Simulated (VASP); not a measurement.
A run of VASP 6.6.1 is set up as follows.

INCAR

```
SYSTEM = CaS
  PREC = Accurate
  ENCUT = 450
  EDIFF = 1E-7
  ISMEAR = 0
  SIGMA = 0.05
  LREAL = .FALSE.
  LASPH = .TRUE.
  NELM = 120
  ALGO = Normal
  ISIF = 2
  LWAVE = .FALSE.
  LCHARG = .FALSE.
  LDIPOL = .TRUE.
  IDIPOL = 3
  DIPOL = 0.5 0.5 0.500
  GGA = PE
  IBRION = 2
  NSW = 60
  EDIFFG = -0.04
  GGA_COMPAT = .FALSE.
  NELMIN = 4
  NELMDL = -8
  KPAR = 4
```

File KPOINTS:

```
regular mesh
0
G
  7 7 1
  0 0 0
```

Contents of POSCAR:

```
CaS
1.0
    4.0206091600      0.0000000000      0.0000000000
    0.0000000000      4.0206091600      0.0000000000
    0.0000000000      0.0000000000     26.5289997494
Ca S
4 4
Selective dynamics
Direct
    0.5000000000      0.5000000000      0.3392513885  F F F
    0.0000000000      0.0000000000      0.4464171295  F F F
    0.5000000000      0.5000000000      0.5535828705  T T T
    0.0000000000      0.0000000000      0.6607486115  T T T
    0.0000000000      0.0000000000      0.3392513885  F F F
    0.5000000000      0.5000000000      0.4464171295  F F F
    0.0000000000      0.0000000000      0.5535828705  T T T
    0.5000000000      0.5000000000      0.6607486115  T T T
```

Potentials or basis: VASP PAW PBE potentials, release 64 (Ca_sv, S).

Launch:

```sh
$ cat potpaw_PBE.64/Ca_sv/POTCAR potpaw_PBE.64/S/POTCAR > POTCAR
$ mpirun -np 4 vasp_std > vasp.out
```

(1) What does it give for the band gap on the k mesh?

(2) Predict the energy gained by relaxing.

## Answers

(1) 2.48 eV.

(2) 2.4 meV/atom.
